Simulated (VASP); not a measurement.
A run of VASP 6.6.1 is set up as follows.

INCAR

```
SYSTEM = Be4ZnTe
PREC = Accurate ; ENCUT = 600
EDIFF = 1E-6 ; ISMEAR = 0
SIGMA = 0.1 ; LREAL = .FALSE.
LASPH = .TRUE. ; NELM = 120
ALGO = Normal ; ISIF = 2
LWAVE = .FALSE. ; LCHARG = .FALSE.
GGA = PE ; NBANDS = 22
GGA_COMPAT = .FALSE.
```

The input KPOINTS:

```
regular mesh
0
G
  10 10 4
  0 0 0
```

POSCAR

```
Be4ZnTe
1.0
    3.2503181113     -1.8546759282     -0.0171602609
    3.2503181113      1.8546759282     -0.0171602609
   -0.4423975686      0.0000000000      7.2662947057
Be Zn Te
4 1 1
Direct
    0.4035092330      0.4035092330      0.4530830354
    0.1869389484      0.1869389484      0.1659536783
    0.0791381157      0.0791381157      0.4551047934
    0.7312679551      0.7312679551      0.3534579511
    0.7577406587      0.7577406587      0.6510553008
    0.8441661064      0.8441661064      0.0113452408
```

Potentials or basis: VASP PAW PBE potentials, release 64 (Be, Zn, Te).

Run with:

```bash
$ cat potpaw_PBE.64/Be/POTCAR potpaw_PBE.64/Zn/POTCAR potpaw_PBE.64/Te/POTCAR > POTCAR
$ mpirun -np 1 vasp_std > vasp.out
```

Task: What does it give for the pressure?

Result: 0.1 GPa.

Task: Predict the largest force.

Result: 0.018 eV/Å.

Forces in eV/Å, atoms in the order of the input:
```
Be   0.004  0.000 -0.001
Be  -0.002  0.000  0.018
Be  -0.005  0.000  0.000
Be  -0.002  0.000 -0.010
Zn  -0.002  0.000  0.003
Te   0.007  0.000 -0.010
```
